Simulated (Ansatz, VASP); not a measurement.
CsCdCl3 in VASP and in Ansatz

```
Cs Cd Cl
1.0
     5.12200    0.00000    0.00000
     0.00000    5.12200    0.00000
     0.00000    0.00000    5.12200
Cs Cd Cl
1 1 3
Direct
  0.00000 0.00000 0.00000
  0.50000 0.50000 0.50000
  0.00000 0.50000 0.50000
  0.50000 0.00000 0.50000
  0.50000 0.50000 0.00000
```

Change from the starting cell: strain -0.015 along x and y, -0.015 along z, atoms carried along.

Alike in both runs: task single point; functional LDA; k mesh 6 × 6 × 6; occupations gaussian, width 0.05 eV; no spin polarisation.

```csv
,VASP,Ansatz
version,VASP 6.6.1,Ansatz 0.2.0
potentials or method,"VASP PAW LDA potentials, release 64 (Cs_sv, Cd, Cl), cutoff 520 eV","scalar-relativistic, plane waves, PAW"
valence electrons in the cell,42,50
```

```csv
,VASP,Ansatz,Ansatz less VASP
gap on the k mesh at the Fermi level (eV),1.61,1.58,-0.029
least direct gap on the mesh (eV),2.32,2.30,-0.022
pressure (GPa),0.1,-0.2,-0.28
```

LDA's correlation is that of Perdew and Zunger in VASP and of Perdew and Wang (1992) in Ansatz. VASP's potentials hold 42 valence electrons a cell and Ansatz's 50, so a difference there can come from the potentials and not from the codes.

Neither program's run includes spin-orbit coupling.
